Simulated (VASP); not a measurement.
# Tb3YPb (P4mm) in VASP: a series of runs, part 3 of 3

VASP 6.6.1. The steps go on from the part before.

### Step 4. Single point, PBE

This run uses another cell than the first one, of 32.44 Å³/atom.

Contents of INCAR:

```
SYSTEM = Tb3YPb
PREC     = Accurate       ! precision mode
ENCUT    = 500            ! plane-wave cutoff, eV
EDIFF    = 1E-6           ! SCF threshold, eV
ISMEAR   = 0              ! smearing method
SIGMA    = 0.1            ! smearing width, eV
LREAL    = .FALSE.        ! projectors in reciprocal space
LASPH    = .TRUE.         ! aspherical terms in the spheres
NELM     = 200            ! most SCF steps
ALGO     = Normal         ! electronic algorithm
ISIF     = 2              ! what is computed and relaxed
LWAVE    = .FALSE.        ! write WAVECAR
LCHARG   = .FALSE.        ! write CHGCAR
GGA      = PE             ! functional
NBANDS   = 34             ! bands
GGA_COMPAT= .FALSE.      
LMAXMIX  = 6              ! l up to which the mixer works
```

Contents of KPOINTS:

```
regular mesh
0
G
  4 4 2
  0 0 0
```

Contents of POSCAR:

```
Tb3YPb
1.0
    4.4626472495      0.0000000000      0.0000000000
    0.0000000000      4.4626472495      0.0000000000
    0.0000000000      0.0000000000      8.1447756033
Tb Y Pb
3 1 1
Direct
    0.0000000000      0.5000000000      0.6714507266
    0.0000000000      0.0000000000      0.3318762819
    0.5000000000      0.0000000000      0.6714507266
    0.5000000000      0.5000000000      0.0984237011
    0.0000000000      0.0000000000      0.9630775240
```

Potentials or basis: VASP PAW PBE potentials, release 64 (Tb_3, Y_sv, Pb_d), 4f in core.

Launch:

```sh
$ cat potpaw_PBE.64/Tb_3/POTCAR potpaw_PBE.64/Y_sv/POTCAR potpaw_PBE.64/Pb_d/POTCAR > POTCAR
$ mpirun -np 1 vasp_std > vasp.out
```

OUTCAR:

```text
SYSTEM = Tb3YPb
   PREC = Accurate
   ENCUT = 500
   EDIFF = 1E-6
   ISMEAR = 0
   LREAL = .FALSE.
   LASPH = .TRUE.
   NELM = 200
   ISIF = 2
   GGA = PE

 ion  position               nearest neighbor table
   1  0.000  0.500  0.671-   3 3.16   3 3.16   3 3.16   3 3.16   5 3.26   5 3.26   2 3.55   2 3.55

   2  0.000  0.000  0.332-   5 3.00   3 3.55   1 3.55   1 3.55   3 3.55   4 3.68   4 3.68   4 3.68
                             4 3.68
   3  0.500  0.000  0.671-   1 3.16   1 3.16   1 3.16   1 3.16   5 3.26   5 3.26   2 3.55   2 3.55

   4  0.500  0.500  0.098-   5 3.34   5 3.34   5 3.34   5 3.34   2 3.68   2 3.68   2 3.68   2 3.68

   5  0.000  0.000  0.963-   2 3.00   1 3.26   3 3.26   1 3.26   3 3.26   4 3.34   4 3.34   4 3.34
                             4 3.34

  LATTYP: Found a simple tetragonal cell.
 ALAT       =     4.4626472495
 C/A-ratio  =     1.8250995761

  Lattice vectors:

 A1 = (   4.4626472495,   0.0000000000,   0.0000000000)
 A2 = (   0.0000000000,   4.4626472495,   0.0000000000)
 A3 = (   0.0000000000,   0.0000000000,   8.1447756033)

Analysis of symmetry for initial positions (statically):
=====================================================================
 Subroutine PRICEL returns:
 Original cell was already a primitive cell.

 Routine SETGRP: Setting up the symmetry group for a
 simple tetragonal supercell.

 Subroutine GETGRP returns: Found  8 space group operations
 (whereof  8 operations were pure point group operations)
 out of a pool of 16 trial point group operations.

The static configuration has the point symmetry C_4v.

Analysis of symmetry for dynamics (positions and initial velocities):
=====================================================================
 Subroutine PRICEL returns:
 Original cell was already a primitive cell.

 Routine SETGRP: Setting up the symmetry group for a
 simple tetragonal supercell.

 Subroutine GETGRP returns: Found  8 space group operations
 (whereof  8 operations were pure point group operations)
 out of a pool of 16 trial point group operations.

The dynamic configuration has the point symmetry C_4v.

 Subroutine INISYM returns: Found  8 space group operations
 (whereof  8 operations are pure point group operations),
 and found     1 'primitive' translations

----------------------------------------------------------------------------------------

                                     Primitive cell

  volume of cell :     162.2050

  direct lattice vectors                    reciprocal lattice vectors
     4.462647249  0.000000000  0.000000000     0.224082242  0.000000000  0.000000000
     0.000000000  4.462647249  0.000000000     0.000000000  0.224082242  0.000000000
     0.000000000  0.000000000  8.144775603     0.000000000  0.000000000  0.122778091

  length of vectors
     4.462647249  4.462647249  8.144775603     0.224082242  0.224082242  0.122778091

  position of ions in fractional coordinates (direct lattice)
     0.000000000  0.500000000  0.671450727
     0.000000000  0.000000000  0.331876282
     0.500000000  0.000000000  0.671450727
[... 36 lines left out ...]

 Following reciprocal coordinates:
            Coordinates               Weight
  0.000000  0.000000  0.000000      1.000000
  0.250000  0.000000  0.000000      4.000000
  0.500000  0.000000  0.000000      2.000000
  0.250000  0.250000  0.000000      4.000000
  0.500000  0.250000  0.000000      4.000000
  0.500000  0.500000  0.000000      1.000000
  0.000000  0.000000  0.500000      1.000000
  0.250000  0.000000  0.500000      4.000000
  0.500000  0.000000  0.500000      2.000000
  0.250000  0.250000  0.500000      4.000000
  0.500000  0.250000  0.500000      4.000000
  0.500000  0.500000  0.500000      1.000000
   k-points           NKPTS =     12   k-points in BZ     NKDIM =     12   number of bands    NBANDS=     34
   number of dos      NEDOS =    301   number of ions     NIONS =      5
   total plane-waves  NPLWV =  77760
   dimension x,y,z NGX =    36 NGY =   36 NGZ =   60
   dimension x,y,z NGXF=    72 NGYF=   72 NGZF=  120
   ions per type =               3   1   1
   NGX,Y,Z   is equivalent  to a cutoff of  13.41, 13.41, 12.25 a.u.
   NGXF,Y,Z  is equivalent  to a cutoff of  26.82, 26.82, 24.49 a.u.
 SYSTEM =  Tb3YPb
   PREC   = accura    normal or accurate (medium, high low for compatibility)
   ISTART =      0    job   : 0-new  1-cont  2-samecut
   ICHARG =      2    charge: 1-file 2-atom 10-const
   ISPIN  =      1    spin polarized calculation?
   LNONCOLLINEAR =      F non collinear calculations
   LSORBIT =      F    spin-orbit coupling
   LASPH  =      T    aspherical Exc in radial PAW
   ENCUT  =  500.0 eV  36.75 Ry    6.06 a.u.   8.14  8.14 14.85*2*pi/ulx,y,z
   NELM   =    200;   NELMIN=  2; NELMDL= -5     # of ELM steps
   EDIFF  = 0.1E-05   stopping-criterion for ELM
   LREAL  =      F    real-space projection
   EDIFFG = 0.1E-04   stopping-criterion for IOM
   NSW    =      0    number of steps for IOM
   IBRION =     -1    ionic relax: 0-MD 1-quasi-New 2-CG
   NFREE  =      0    steps in history (QN), initial steepest desc. (CG)
   ISIF   =      2    stress and relaxation
   ISYM   =      2    0-nonsym 1-usesym 2-fastsym
   POTIM  = 0.5000    time-step for ionic-motion
   TEBEG  =    0.0;   TEEND  =   0.0 temperature during run
   PSTRESS=    0.0 pullay stress
   NELECT =      52.0000    total number of electrons
   NUPDOWN=      -1.0000    fix difference up-down
   EMIN   =  10.00;   EMAX   =-10.00  energy-range for DOS
   EFERMI =   0.00;   METHOD = LEGACY
   ISMEAR =     0;   SIGMA  =   0.10  broadening in eV -4-tet -1-fermi 0-gaus
   EFERMI_NEDOS =   21; number of points for ismear=-14 and -15
   IALGO  =     38    algorithm
   IMIX   =      4    mixing-type and parameters
     AMIX     =   0.40;   BMIX     =  1.00
     AMIX_MAG =   1.60;   BMIX_MAG =  1.00
  volume/ion in A,a.u.               =      32.44       218.92
  Fermi-wavevector in a.u.,A,eV,Ry     =   1.120438  2.117321 17.080502  1.255382
  Thomas-Fermi vector in A             =   2.257085
   LORBIT       =      0    0 simple, 1 ext, 2 COOP (PROOUT), +10 PAW based schemes
   GGA     = PE    functional components
   LHFCALC =     F    Hartree Fock is set to
   AEXX    =    0.0000 exact exchange contribution
   IVDW    =     0    specifies the selected vdW correction
   LEPSILON=     F    determine dielectric tensor
   LRPA    =     F    only Hartree local field effects (RPA)
 non-spin polarized calculation
 Gauss-broadening in eV      SIGMA  =   0.10
  energy-cutoff  :      500.00
  volume of cell :      162.21
 maximum number of plane-waves:      4168
 NGX is ok and might be reduce to    36
   NGX = 17   NGY = 17   NGZ = 29

 number of electron      51.9999996 magnetization

 Free energy of the ion-electron system (eV)
  ---------------------------------------------------
  ext. energy  EPLUGINS =         0.00000000
  ---------------------------------------------------
  free energy    TOTEN  =       -23.52346331 eV

  energy without entropy =      -23.49593605  energy(sigma->0) =      -23.50969968

 E-fermi :   3.7116     XC(G=0):  -9.6716

 val. band max:        3.7007334547   @ k =   0.5000   0.0000   0.5000
 cond. band min:       3.8013468959   @ k =   0.2500   0.0000   0.5000
 fundamental gap:      0.1006134412
 Fermi energy:         3.7116099909

 k-point     1 :       0.0000    0.0000    0.0000
  band No.  band energies     occupation
      1     -39.5266      2.00000
      2     -19.5293      2.00000
      3     -19.4641      2.00000
      4     -19.4641      2.00000
      5     -19.3177      2.00000
      6     -19.3177      2.00000
[... 433 lines left out ...]
     33       6.2501      0.00000
     34       6.6537      0.00000

------------------------ aborting loop because EDIFF is reached ----------------------------------------

  FORCE on cell =-STRESS in cart. coord.  units (eV):
  Direction    XX          YY          ZZ          XY          YZ          ZX
  --------------------------------------------------------------------------------------
  -------------------------------------------------------------------------------------
  Total        0.2695322      0.2695322      0.3841764      0.0000000      0.0000000      0.0000000
  in kB        2.6622997      2.6622997      3.7946961      0.0000000      0.0000000      0.0000000
  external PRESSURE =       3.0397652 kB  Pullay stress =       0.0000000 kB

 VOLUME and BASIS-vectors are now :
 -----------------------------------------------------------------------------
  energy-cutoff  :      500.00
  volume of cell :      162.21
      direct lattice vectors                 reciprocal lattice vectors
     4.462647249  0.000000000  0.000000000     0.224082242  0.000000000  0.000000000
     0.000000000  4.462647249  0.000000000     0.000000000  0.224082242  0.000000000
     0.000000000  0.000000000  8.144775603     0.000000000  0.000000000  0.122778091

 POSITION                                       TOTAL-FORCE (eV/Angst)
 -----------------------------------------------------------------------------------
      0.00000      2.23132      5.46882         0.000000     -0.000000      0.000421
      0.00000      0.00000      2.70306         0.000000      0.000000     -0.000599
      2.23132      0.00000      5.46882         0.000000      0.000000      0.000421
      2.23132      2.23132      0.80164        -0.000000     -0.000000     -0.024530
      0.00000      0.00000      7.84405         0.000000      0.000000      0.024286
 -----------------------------------------------------------------------------------
    total drift:                                0.000000     -0.000000      0.000158

  FREE ENERGIE OF THE ION-ELECTRON SYSTEM (eV)
  ---------------------------------------------------
  free  energy   TOTEN  =       -23.5234633055 eV

  energy  without entropy=      -23.4959360506  energy(sigma->0) =      -23.50969968
```

Run time: 36 s. Hardware: 1 thread of Intel Xeon 6975P-C (Granite Rapids), shared host; peak memory 0.31 GiB.

What came out:

| Property | Result |
| --- | --- |
| Free energy | -23.5235 eV |
| Pressure | 0.3 GPa |
| Largest force | 0.025 eV/Å |
| Band gap on the k mesh | zero (bands 26 and 27 overlap by 0.58 eV) |

Forces in eV/Å, atoms in the order of the input:
```
Tb   0.000  0.000  0.000
Tb   0.000  0.000 -0.001
Tb   0.000  0.000  0.000
Y    0.000  0.000 -0.025
Pb   0.000  0.000  0.024
```

Caveat: the k points lie up to 0.39 Å⁻¹ apart, too coarse for converged energies and pressures of a metal; spin-orbit coupling is left out, which moves the levels of the heavy elements; the 4f electrons are frozen in the core, so they carry no moment and show no levels. Spin polarisation is off, so any magnetic state and its effect on volume and gap are missing.

### Step 5. Single point, PBE

This run uses another cell than the first one, of 33.73 Å³/atom.

Contents of INCAR:

```
PREC = Accurate
ENCUT = 500
EDIFF = 1E-6
ISMEAR = 0
SIGMA = 0.2
LREAL = False
LASPH = True
NELM = 200
ALGO = Normal
ISIF = 2
LWAVE = False
LCHARG = False
GGA = PE
NBANDS = 34
GGA_COMPAT = False
LMAXMIX = 6
```

Contents of KPOINTS:

```
regular mesh
0
Gamma
  4 4 3
```

Contents of POSCAR:

```
Tb3YPb
1.0
    4.9071407448      0.0000000000      0.0000000000
    0.0000000000      4.9071407448      0.0000000000
    0.0000000000      0.0000000000      7.0033494403
Tb Y Pb
3 1 1
Direct
    0.5000000000      0.5000000000      0.1556297656
    0.0000000000      0.5000000000      0.4608340213
    0.5000000000      0.0000000000      0.4608340213
    0.0000000000      0.0000000000      0.0201447990
    0.5000000000      0.5000000000      0.7444574228
```

Potentials or basis: VASP PAW PBE potentials, release 64 (Tb_3, Y_sv, Pb_d), 4f in core.

Launch:

```sh
$ cat potpaw_PBE.64/Tb_3/POTCAR potpaw_PBE.64/Y_sv/POTCAR potpaw_PBE.64/Pb_d/POTCAR > POTCAR
$ mpirun -np 1 vasp_std > vasp.out
```

OUTCAR:

```text
PREC = Accurate
   ENCUT = 500
   EDIFF = 1E-6
   ISMEAR = 0
   LREAL = False
   LASPH = True
   NELM = 200
   ISIF = 2
   GGA = PE

 ion  position               nearest neighbor table
   1  0.500  0.500  0.156-   5 2.88   3 3.25   2 3.25   3 3.25   2 3.25   4 3.60   4 3.60   4 3.60
                             4 3.60
   2  0.000  0.500  0.461-   5 3.16   5 3.16   1 3.25   1 3.25   3 3.47   3 3.47   3 3.47   3 3.47
                             4 3.94   4 3.94
   3  0.500  0.000  0.461-   5 3.16   5 3.16   1 3.25   1 3.25   2 3.47   2 3.47   2 3.47   2 3.47
                             4 3.94   4 3.94
   4  0.000  0.000  0.020-   1 3.60   1 3.60   1 3.60   1 3.60   2 3.94   3 3.94   3 3.94   2 3.94
[... 639 lines left out ...]
  Total        0.1283579      0.1283579      0.9664508      0.0000000     -0.0000000      0.0000000
  in kB        1.2194674      1.2194674      9.1817934      0.0000000     -0.0000000      0.0000000
  external PRESSURE =       3.8735761 kB  Pullay stress =       0.0000000 kB

 VOLUME and BASIS-vectors are now :
 -----------------------------------------------------------------------------
  energy-cutoff  :      500.00
  volume of cell :      168.64
      direct lattice vectors                 reciprocal lattice vectors
     4.907140745  0.000000000  0.000000000     0.203784658  0.000000000  0.000000000
     0.000000000  4.907140745  0.000000000     0.000000000  0.203784658  0.000000000
     0.000000000  0.000000000  7.003349440     0.000000000  0.000000000  0.142788820

 POSITION                                       TOTAL-FORCE (eV/Angst)
 -----------------------------------------------------------------------------------
      2.45357      2.45357      1.08993         0.000000      0.000000     -0.045090
      0.00000      2.45357      3.22738         0.000000     -0.000000      0.013613
      2.45357      0.00000      3.22738         0.000000     -0.000000      0.013613
      0.00000      0.00000      0.14108        -0.000000     -0.000000      0.017141
      2.45357      2.45357      5.21370         0.000000     -0.000000      0.000723
 -----------------------------------------------------------------------------------
    total drift:                                0.000000      0.000000     -0.000396

  FREE ENERGIE OF THE ION-ELECTRON SYSTEM (eV)
  ---------------------------------------------------
  free  energy   TOTEN  =       -23.1907893376 eV

  energy  without entropy=      -23.0565053376  energy(sigma->0) =      -23.12364734
```

stdout:

```text
POSCAR found type information on POSCAR TbY Pb
 POSCAR found :  3 types and       5 ions
 scaLAPACK will be used
 LDA part: xc-table for (Slater+PW92), standard interpolation
 POSCAR, INCAR and KPOINTS ok, starting setup
 FFT: planning ... GRIDC
 FFT: planning ... GRID_SOFT
 FFT: planning ... GRID
 WAVECAR not read
 entering main loop
```

Run time: 32 s. Hardware: 1 thread of Intel Xeon 6975P-C (Granite Rapids), shared host; peak memory 0.29 GiB.

What came out:

| Item | Value |
| --- | --- |
| Free energy | -23.1908 eV |
| Pressure | 0.4 GPa |
| Largest force | 0.045 eV/Å |
| Band gap on the k mesh | zero (bands 26 and 27 overlap by 0.15 eV) |

Forces on the atoms (eV/Å):
```
Tb   0.000  0.000 -0.045
Tb   0.000  0.000  0.014
Tb   0.000  0.000  0.014
Y    0.000  0.000  0.017
Pb   0.000  0.000  0.001
```

Levels at points of the mesh, in eV from the Fermi level:
| k point | band 23 | band 24 | band 25 | band 26 | band 27 | band 28 | band 29 | band 30 |
| --- | --- | --- | --- | --- | --- | --- | --- | --- |
| (0.00, 0.00, 0.00) | -1.37 | -1.25 | -1.13 | -0.67 | 0.40 | 0.94 | 1.32 | 1.32 |
| (0.50, 0.00, 0.00) | -1.05 | -1.01 | -0.31 | -0.14 | -0.09 | 0.56 | 0.69 | 1.28 |
| (0.50, 0.50, 0.00) | -1.42 | -0.86 | -0.86 | -0.36 | 0.33 | 0.54 | 0.54 | 1.14 |

Caveat: spin-orbit coupling is left out, which moves the levels of the heavy elements; the 4f electrons are frozen in the core, so they carry no moment and show no levels.

### Step 6. The runs side by side

| cell | k mesh | smearing | gap on the mesh (eV) | pressure (GPa) | largest force (eV/Å) |
| --- | --- | --- | --- | --- | --- |
| a = 4.485, b = 4.485, c = 7.823 Å, 5 atoms, atomic positions A | 4 × 4 × 2 | gaussian 0.1 eV | none | 1.5 | 0.38 |
| a = 4.907, b = 4.907, c = 7.003 Å, 5 atoms, atomic positions B | 4 × 4 × 4 | gaussian 0.1 eV | none | 0.3 | 0.03 |
| a = 4.463, b = 4.463, c = 8.145 Å, 5 atoms, atomic positions C | 4 × 4 × 2 | gaussian 0.1 eV | none | 0.3 | 0.02 |
| a = 4.907, b = 4.907, c = 7.003 Å, 5 atoms, atomic positions B | 4 × 4 × 3 | gaussian 0.2 eV | none | 0.4 | 0.05 |

Alike in all rows: task single point; level PBE; potentials or basis VASP PAW PBE potentials, release 64 (Tb_3, Y_sv, Pb_d), 4f in core; no spin polarisation; cutoff (eV) 500.

Caveats: some runs use coarse meshes; spin-orbit coupling is left out, which moves the levels of the heavy elements; the 4f electrons are frozen in the core, so they carry no moment and show no levels.

Absolute energies hang on the potentials; compare differences alone.
